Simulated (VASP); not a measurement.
# GaN (P6_3/mmc) in VASP: G0W0 quasiparticle levels with PBE

Aim: the G0W0 quasiparticle levels of GaN with PBE.

Everything below comes from runs of VASP 6.6.1. Logs are shortened: lines on timing, memory, paths and dates and some standing lists are left out, and cuts for length are marked.

**1. The cell of the first run**

It takes space group P6_3/mmc (No. 194, hexagonal). Conventional cell: a = 3.300 Å, b = 3.300 Å, c = 4.756 Å, α = 90.00°, β = 90.00°, γ = 120.00°. Ga (site symmetry -6m2) has 5 N at 1.91 to 2.38 Å within 2.5 Å. N (site symmetry -6m2) has 5 Ga at 1.91 to 2.38 Å within 2.5 Å.

**2. G0W0 quasiparticle levels, PBE**

The input, POSCAR:

```
GaN
1.0
    3.3000348257      0.0000000000      0.0000000000
   -1.6500174128      2.8579139924      0.0000000000
    0.0000000000      0.0000000000      4.7558746756
Ga N
2 2
Direct
    0.3333333333      0.6666666667      0.2500000000
    0.6666666667      0.3333333333      0.7500000000
    0.6666666667      0.3333333333      0.2500000000
    0.3333333333      0.6666666667      0.7500000000
```

The input, INCAR.step1:

```
PREC     = Accurate       # precision mode
ENCUT    = 500            # plane-wave cutoff, eV
EDIFF    = 1E-8           # SCF threshold, eV
ISMEAR   = 0              # smearing method
SIGMA    = 0.01           # smearing width, eV
LREAL    = False          # projectors in reciprocal space
LASPH    = True           # aspherical terms in the spheres
NELM     = 80             # most SCF steps
ALGO     = Normal         # electronic algorithm
LWAVE    = True           # write WAVECAR
LCHARG   = False          # write CHGCAR
GGA      = PE             # functional
```

The input, INCAR.step2:

```
PREC     = Accurate       # precision mode
ENCUT    = 500            # plane-wave cutoff, eV
EDIFF    = 1E-8           # SCF threshold, eV
ISMEAR   = 0              # smearing method
SIGMA    = 0.01           # smearing width, eV
LREAL    = False          # projectors in reciprocal space
LASPH    = True           # aspherical terms in the spheres
NELM     = 1              # most SCF steps
ALGO     = Exact          # electronic algorithm
LWAVE    = True           # write WAVECAR
LCHARG   = False          # write CHGCAR
GGA      = PE             # functional
NBANDS   = 90             # bands
LOPTICS  = True           # frequency-dependent dielectric function
ISTART   = 1
```

The input, INCAR.step3:

```
PREC     = Accurate       # precision mode
ENCUT    = 500            # plane-wave cutoff, eV
EDIFF    = 1E-8           # SCF threshold, eV
ISMEAR   = 0              # smearing method
SIGMA    = 0.01           # smearing width, eV
LREAL    = False          # projectors in reciprocal space
LASPH    = True           # aspherical terms in the spheres
ALGO     = EVGW0          # electronic algorithm
LWAVE    = False          # write WAVECAR
LCHARG   = False          # write CHGCAR
GGA      = PE             # functional
NELMGW   = 1            
NBANDS   = 90             # bands
ENCUTGW  = 80.0           # cutoff of the response function
NOMEGA   = 96             # frequency points
PRECFOCK = Fast         
ISTART   = 1            
NBANDSGW = 26           
OMEGAMAX = 20
```

The input, KPOINTS:

```
regular mesh
0
Gamma
  6 6 4
```

Potentials or basis: VASP PAW PBE potentials, release 64 (Ga_d_GW, N_GW).

Command:

```
cat potpaw_PBE.64/Ga_d_GW/POTCAR potpaw_PBE.64/N_GW/POTCAR > POTCAR
cp INCAR.step1 INCAR
mpirun -np 1 vasp_std > vasp.out
cp INCAR.step2 INCAR
mpirun -np 1 vasp_std > vasp.out
cp INCAR.step3 INCAR
mpirun -np 1 vasp_std > vasp.out
```

OUTCAR:

```text
PREC = Accurate
   ENCUT = 500
   EDIFF = 1E-8
   ISMEAR = 0
   LREAL = False
   LASPH = True
   GGA = PE
   NELMGW = 1
   ENCUTGW = 80.0
   PRECFOCK = Fast
   ISTART = 1

 ion  position               nearest neighbor table
   1  0.333  0.667  0.250-   3 1.91   3 1.91   3 1.91
   2  0.667  0.333  0.750-   4 1.91   4 1.91   4 1.91
   3  0.667  0.333  0.250-   1 1.91   1 1.91   1 1.91
   4  0.333  0.667  0.750-   2 1.91   2 1.91   2 1.91

  LATTYP: Found a hexagonal cell.
 ALAT       =     3.3000348257
 C/A-ratio  =     1.4411589352

  Lattice vectors:

 A1 = (   3.3000348257,   0.0000000000,   0.0000000000)
 A2 = (  -1.6500174128,   2.8579139924,   0.0000000000)
 A3 = (   0.0000000000,   0.0000000000,   4.7558746756)

Analysis of symmetry for initial positions (statically):
=====================================================================
 Subroutine PRICEL returns:
 Original cell was already a primitive cell.

 Routine SETGRP: Setting up the symmetry group for a
 hexagonal supercell.

 Subroutine GETGRP returns: Found 24 space group operations
 (whereof 12 operations were pure point group operations)
 out of a pool of 24 trial point group operations.

The static configuration has the point symmetry D_3d.
 The point group associated with its full space group is D_6h.

Analysis of symmetry for dynamics (positions and initial velocities):
=====================================================================
 Subroutine PRICEL returns:
 Original cell was already a primitive cell.

 Routine SETGRP: Setting up the symmetry group for a
 hexagonal supercell.

 Subroutine GETGRP returns: Found 24 space group operations
 (whereof 12 operations were pure point group operations)
 out of a pool of 24 trial point group operations.

The dynamic configuration has the point symmetry D_3d.
 The point group associated with its full space group is D_6h.

 Subroutine INISYM returns: Found 24 space group operations
 (whereof 12 operations are pure point group operations),
 and found     1 'primitive' translations

----------------------------------------------------------------------------------------

                                     Primitive cell

  volume of cell :      44.8537

  direct lattice vectors                    reciprocal lattice vectors
     3.300034826  0.000000000  0.000000000     0.303027105  0.174952781  0.000000000
    -1.650017413  2.857913992  0.000000000     0.000000000  0.349905561  0.000000000
     0.000000000  0.000000000  4.755874676     0.000000000  0.000000000  0.210266264

  length of vectors
     3.300034826  3.300034826  4.755874676     0.349905561  0.349905561  0.210266264

  position of ions in fractional coordinates (direct lattice)
     0.333333333  0.666666667  0.250000000
     0.666666667  0.333333333  0.750000000
     0.666666667  0.333333333  0.250000000
     0.333333333  0.666666667  0.750000000

  ion indices of the primitive-cell ions
   primitive index   ion index
                 1           1
                 2           2
                 3           3
                 4           4

----------------------------------------------------------------------------------------

 KPOINTS: regular mesh

Automatic generation of k-mesh.
 Grid dimensions read from file:
 generate k-points for:    6    6    4

 Generating k-lattice:

  Cartesian coordinates                     Fractional coordinates (reciprocal lattice)
     0.050504518  0.029158797  0.000000000     0.166666667  0.000000000  0.000000000
     0.000000000  0.058317594  0.000000000     0.000000000  0.166666667  0.000000000
     0.000000000  0.000000000  0.052566566     0.000000000  0.000000000  0.250000000

  Length of vectors
     0.058317594  0.058317594  0.052566566

  Shift w.r.t. Gamma in fractional coordinates (k-lattice)
     0.000000000  0.000000000  0.000000000

 Subroutine IBZKPT returns following result:
 ===========================================

 Found     21 irreducible k-points:

 Following reciprocal coordinates:
            Coordinates               Weight
  0.000000  0.000000  0.000000      1.000000
  0.166667  0.000000  0.000000      6.000000
  0.333333  0.000000  0.000000      6.000000
  0.500000  0.000000  0.000000      3.000000
  0.166667  0.166667  0.000000      6.000000
  0.333333  0.166667  0.000000     12.000000
[... 13 lines left out ...]
  0.333333  0.166667  0.500000     12.000000
  0.333333  0.333333  0.500000      2.000000
   k-points           NKPTS =     21   k-points in BZ     NKDIM =    144   number of bands    NBANDS=     90
   number of dos      NEDOS =    301   number of ions     NIONS =      4
   total plane-waves  NPLWV =  20736
   dimension x,y,z NGX =    24 NGY =   24 NGZ =   36
   dimension x,y,z NGXF=    48 NGYF=   48 NGZF=   72
   ions per type =               2   2
   NGX,Y,Z   is equivalent  to a cutoff of  12.09, 12.09, 12.58 a.u.
   NGXF,Y,Z  is equivalent  to a cutoff of  24.18, 24.18, 25.17 a.u.
 SYSTEM =  unknown system
   PREC   = accura    normal or accurate (medium, high low for compatibility)
   ISTART =      1    job   : 0-new  1-cont  2-samecut
   ICHARG =      0    charge: 1-file 2-atom 10-const
   ISPIN  =      1    spin polarized calculation?
   LNONCOLLINEAR =      F non collinear calculations
   LSORBIT =      F    spin-orbit coupling
   LASPH  =      T    aspherical Exc in radial PAW
   ENCUT  =  500.0 eV  36.75 Ry    6.06 a.u.   6.02  6.02  8.67*2*pi/ulx,y,z
   NELM   =     60;   NELMIN=  2; NELMDL=  0     # of ELM steps
   EDIFF  = 0.1E-07   stopping-criterion for ELM
   LREAL  =      F    real-space projection
   EDIFFG = 0.1E-06   stopping-criterion for IOM
   NSW    =      0    number of steps for IOM
   IBRION =     -1    ionic relax: 0-MD 1-quasi-New 2-CG
   NFREE  =      0    steps in history (QN), initial steepest desc. (CG)
   ISIF   =      0    stress and relaxation
   ISYM   =      3    0-nonsym 1-usesym 2-fastsym
   POTIM  = 0.5000    time-step for ionic-motion
   TEBEG  =    0.0;   TEEND  =   0.0 temperature during run
   PSTRESS=    0.0 pullay stress
   NELECT =      36.0000    total number of electrons
   NUPDOWN=      -1.0000    fix difference up-down
   EMIN   =  10.00;   EMAX   =-10.00  energy-range for DOS
   EFERMI =   0.00;   METHOD = LEGACY
   ISMEAR =     0;   SIGMA  =   0.01  broadening in eV -4-tet -1-fermi 0-gaus
   EFERMI_NEDOS =   21; number of points for ismear=-14 and -15
   IALGO  =     38    algorithm
   IMIX   =      4    mixing-type and parameters
     AMIX     =   0.40;   BMIX     =  1.00
     AMIX_MAG =   1.60;   BMIX_MAG =  1.00
  volume/ion in A,a.u.               =      11.21        75.67
  Fermi-wavevector in a.u.,A,eV,Ry     =   1.521398  2.875026 31.492770  2.314653
  Thomas-Fermi vector in A             =   2.630119
   LORBIT       =      0    0 simple, 1 ext, 2 COOP (PROOUT), +10 PAW based schemes
   GGA     = PE    functional components
   LHFCALC =     T    Hartree Fock is set to
   PRECFOCK=fast      Normal, Fast or Accurate (Low or Medium for compatibility)
   ENCUT4O =  -1.0   cutoff for four orbital integrals eV
   NKREDX  =     1    reduce k-point grid by
   NKREDY  =     1    reduce k-point grid by
   NKREDZ  =     1    reduce k-point grid by
   AEXX    =    1.0000 exact exchange contribution
   HFSCREEN=    0.0000 screening length (either q_TF or 0.3 A-1)
   HFSCREENC=   0.0000 screening length for correlation (either q_TF or 0.3 A-1)
   ENCUTFOCK=  -1.0 apply spherical cutoff to Coloumb kernel
   IVDW    =     0    specifies the selected vdW correction
   LEPSILON=     F    determine dielectric tensor
   LRPA    =     F    only Hartree local field effects (RPA)
   LRPAFORCE           =     F    calculate RPA forces
   ENCUTGW             =  80.0    cutoff for response function in eV
   ENCUTGWSOFT         =  64.0    soft cutoff for Coulomb kernel in GW response function in eV
   ENCUTLF             =  -1.0    cutoff for local field effects
   NELMGW              =     1    number of iterations in solving QP/BSE equation
   NELMHF              =     1    number of iterations in the inner HF iteration
   NKREDLFX            =     1    NKREDLFY  =   1   NKREDLFZ  =   1
 non-spin polarized calculation
 Gauss-broadening in eV      SIGMA  =   0.01
  energy-cutoff  :      500.00
  volume of cell :       44.85
 maximum number of plane-waves:      1155
  NGX = 14; NGY = 14; NGZ = 20
   NGX = 13   NGY = 13   NGZ = 17
 maximum number of plane-waves:        79
 NGX is ok and might be reduce to    10

 QP shifts <psi_nk| G(iteration)W_0 |psi_nk>: iteration 1
 for sc-GW calculations column KS-energies equals QP-energies in previous step
 and V_xc(KS)=  KS-energies - (<T + V_ion + V_H > + <T+V_H+V_ion>^1  + <V_x>^1)

 k-point   1 :       0.0000    0.0000    0.0000
  band No.  KS-energies  QP-energies   sigma(KS)   V_xc(KS)     V^pw_x(r,r')   Z            occupation Imag(sigma)

      1     -10.7878     -11.6283     -16.3836     -15.1148     -25.0153       0.6624       2.0000       0.9844
      2      -9.8808     -11.9566     -21.5996     -18.6478     -30.3151       0.7032       2.0000       0.5916
      3      -8.2974     -11.8291     -26.2921     -21.4604     -34.7355       0.7309       2.0000       0.1726
      4      -8.2974     -11.8291     -26.2921     -21.4604     -34.7355       0.7309       2.0000       0.1726
      5      -8.2891     -11.8142     -26.3025     -21.4788     -34.7456       0.7308       2.0000       0.1766
      6      -8.2891     -11.8142     -26.3025     -21.4788     -34.7456       0.7308       2.0000       0.1766
[... 18 lines left out ...]
     25      16.2862      17.3170     -11.0998     -12.4240      -6.0012       0.7785       0.0000      -0.1208
     26      18.4395      19.2584     -10.3616     -11.4563      -4.0312       0.7480       0.0000      -0.2996

 k-point   2 :       0.1667    0.0000    0.0000
  band No.  KS-energies  QP-energies   sigma(KS)   V_xc(KS)     V^pw_x(r,r')   Z            occupation Imag(sigma)

      1     -10.5264     -11.4435     -16.8630     -15.4880     -25.4652       0.6669       2.0000       0.9522
      2      -9.7943     -11.9233     -21.8540     -18.8291     -30.5717       0.7038       2.0000       0.5673
      3      -8.2918     -11.8419     -26.3225     -21.4695     -34.7608       0.7315       2.0000       0.1732
      4      -8.2549     -11.7983     -26.3387     -21.5001     -34.7782       0.7323       2.0000       0.1783
      5      -8.2375     -11.7975     -26.4045     -21.5449     -34.8506       0.7326       2.0000       0.1711
      6      -8.2293     -11.7847     -26.3973     -21.5450     -34.8420       0.7327       2.0000       0.1733
[... 558 lines left out ...]
     25      17.7880      18.6882     -11.2003     -12.3778      -5.5942       0.7646       0.0000      -0.2126
     26      17.7880      18.6882     -11.2003     -12.3778      -5.5942       0.7646       0.0000      -0.2126

 k-point  21 :       0.3333    0.3333    0.5000
  band No.  KS-energies  QP-energies   sigma(KS)   V_xc(KS)     V^pw_x(r,r')   Z            occupation Imag(sigma)

      1      -9.4909     -11.5334     -21.7871     -18.8809     -30.4565       0.7028       2.0000       0.5671
      2      -9.4909     -11.5334     -21.7871     -18.8809     -30.4565       0.7028       2.0000       0.5671
      3      -8.2855     -11.8871     -26.4475     -21.5198     -34.8812       0.7309       2.0000       0.1646
      4      -8.2855     -11.8871     -26.4475     -21.5198     -34.8812       0.7309       2.0000       0.1646
      5      -8.0994     -11.7695     -26.6960     -21.7043     -35.0595       0.7353       2.0000       0.1249
      6      -8.0994     -11.7695     -26.6960     -21.7043     -35.0595       0.7353       2.0000       0.1249
[... 18 lines left out ...]
     25      18.0384      18.9428     -10.7834     -11.9586      -5.0008       0.7696       0.0000      -0.2677
     26      18.0384      18.9428     -10.7834     -11.9586      -5.0008       0.7696       0.0000      -0.2677
```

Run time: 24 min. Hardware: 1 thread of Intel Xeon Platinum 8259CL at 2.50GHz (Skylake/Cascade Lake), shared host; peak memory 0.74 GiB.

What came out:

```
Quasiparticle gap                                   : 2.25 eV
Least direct quasiparticle gap                      : 2.25 eV
Band gap of the starting levels on the mesh         : 1.46 eV
Least direct gap of the starting levels on the mesh : 1.46 eV
```

Caveat: the k points lie up to 0.37 Å⁻¹ apart; bands, screening cutoff and mesh are small and nothing is extrapolated, so the quasiparticle values aren't converged.
